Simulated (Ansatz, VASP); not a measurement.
One calculation of Na2IF, two programs

```
F I Na
1.0
     1.90677    1.10087    6.11844
    -1.90677    1.10087    6.11844
     0.00000   -2.20175    6.11844
F I Na
1 1 2
Direct
  0.00000 0.00000 0.00000
  0.50000 0.50000 0.50000
  0.27558 0.27558 0.27558
  0.72442 0.72442 0.72442
```

Change from the starting cell: hydrostatic strain -4.6%.

Alike in both runs: task single point; functional PBE; k mesh 8 × 8 × 8; occupations fermi-dirac, width 0.02 eV; no spin polarisation.

|  | VASP | Ansatz |
| --- | --- | --- |
| version | VASP 6.6.1 | Ansatz 0.2.0 |
| potentials or method | VASP PAW PBE potentials, release 64 (F, I, Na_pv) | plane waves, PAW |
| plane-wave cutoff (eV) | 520 | 420 |
| valence electrons in the cell | 28 | 42 |

```csv
,VASP,Ansatz,Ansatz less VASP
gap on the k mesh at the Fermi level (eV),1.77,1.78,+0.008
pressure (GPa),6.1,6.1,+0.02
"traceless stress, the component that is largest in VASP (GPa)",-0.34,-0.35,-0.008
rms of the force components (eV/Å),0.017,0.017,+0.0006
```

Atom by atom the forces differ by 0.001 eV/Å (rms over components). VASP's potentials hold 28 valence electrons a cell and Ansatz's 42, so a difference there can come from the potentials and not from the codes.

Spin-orbit coupling is off throughout.
